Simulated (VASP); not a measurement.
Write the native input for VASP 6.6.1 that does the following.

```
Task                   : single point
Functional             : PBE
Potentials or basis    : VASP PAW PBE potentials, release 64 (Cd, Bi_d, As)
Cutoff                 : 520 eV
k mesh                 : 5 × 5 × 5
Occupations            : methfessel-paxton, width 0.0216 eV
Spin                   : no spin polarisation
Dipole correction      : no
Further INCAR settings : ALGO = Normal; EDIFF = 1e-06; NBANDS = 40
```

The structure of CdBi2As4 lies in POSCAR:

```
CdBi2As4
1.0
    0.0000000000      5.8095410000     -0.0000002502
    5.8095410000      0.0000000000     -0.0000002502
    2.9047702500      2.9047702500     -5.8053272502
Cd Bi As
1 2 4
Direct
    0.0000000000      0.0000000000      0.0000000000
    0.5000000000      0.5000000000      0.0000000000
    0.7500000000      0.2500000000      0.5000000000
    0.3119123251      0.4735330106      0.6996273345
    0.5264669894      0.0115396596      0.3003726655
    0.9884603404      0.8268396550      0.6996273345
    0.1731603450      0.6880876749      0.3003726655
```

These files were run (other wordings do the same):

INCAR

```
ALGO = Normal
EDIFF = 1E-6
ENCUT = 520
GGA = PE
ISIF = 2
ISMEAR = 1
LASPH = True
LCHARG = False
LREAL = False
LWAVE = False
NBANDS = 40
NELM = 60
PREC = Accurate
SIGMA = 0.0216
```

KPOINTS

```
k-points
0
Gamma
  5 5 5
```

Potentials or basis: VASP PAW PBE potentials, release 64 (Cd, Bi_d, As).

Run with:

```sh
$ cat potpaw_PBE.64/Cd/POTCAR potpaw_PBE.64/Bi_d/POTCAR potpaw_PBE.64/As/POTCAR > POTCAR
$ mpirun -np 1 vasp_std > vasp.out
```

Results of the run:

```json
{"Pressure": "-0.5 GPa", "Largest force": "0.021 eV/Å", "Band gap on the k mesh": "zero (bands 31 and 32 overlap by 1.00 eV)"}
```

Caveat: spin-orbit coupling is left out, which moves the levels of the heavy elements.

Wall time 4.7 min on 1 thread of Oxide Virtual Turin-like Processor (shared host), peak memory 0.4 GiB.
